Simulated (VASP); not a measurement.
Nb2H:

```
CELL_PARAMETERS angstrom
4.18175 0.00000 0.00000
0.00000 4.18175 0.00000
0.00000 0.00000 4.18175
ATOMIC_POSITIONS crystal
Nb 0.28291 0.28291 0.28291
Nb 0.71709 0.71709 0.28291
Nb 0.71709 0.28291 0.71709
Nb 0.28291 0.71709 0.71709
H 0.50000 0.50000 0.50000
H 0.00000 0.00000 0.00000
```

The cell was built from a structure type or drawn by symmetry, and may not be a known phase.

| Item | Value |
| --- | --- |
| Program | VASP 6.6.1 |
| Task | relaxation of cell and atoms |
| Functional | PBE |
| Potentials or basis | VASP PAW PBE potentials, release 64 (Nb_sv, H) |
| Cutoff | 600 eV |
| k mesh | 4 × 4 × 4 |
| Occupations | gaussian, width 0.1 eV |
| Spin | no spin polarisation |

At the start: pressure 46.8 GPa; volume 12.19 Å³/atom.

How do energy, volume and symmetry change on relaxing?

Over 10 steps the energy falls by 746.2 meV/atom and the volume is 13.69 Å³/atom (+12.3 %); space group P-43m (No. 215, to 0.1 Å) before, Pn-3m (No. 224, to 0.1 Å).

Step by step:
```csv
step,energy change (eV),largest force (eV/Å),pressure (GPa),volume (Å³)
1,0.0000,9.5398,46.81,73.13
2,0.1340,0.8712,-23.41,117.66
3,-4.1911,0.2777,-11.72,89.03
4,-4.2646,0.5574,-9.40,87.50
5,-4.2979,0.8615,-6.04,85.62
6,-4.4595,0.2497,2.97,80.60
7,-4.4620,0.3416,1.93,81.09
8,-4.4761,0.1267,0.14,81.93
9,-4.4771,0.0304,0.49,81.75
10,-4.4774,0.0171,-0.25,82.11
```

Final structure:
```
Nb H
1.0
     4.34651    0.00000    0.00000
     0.00000    4.34651    0.00000
     0.00000    0.00000    4.34651
Nb H
4 2
Direct
  0.25010 0.25010 0.25010
  0.74990 0.74990 0.25010
  0.74990 0.25010 0.74990
  0.25010 0.74990 0.74990
  0.50000 0.50000 0.50000
  0.00000 0.00000 0.00000
```

Caveat: the k points lie up to 0.36 Å⁻¹ apart in the final cell, too coarse for converged energies and pressures of a metal.
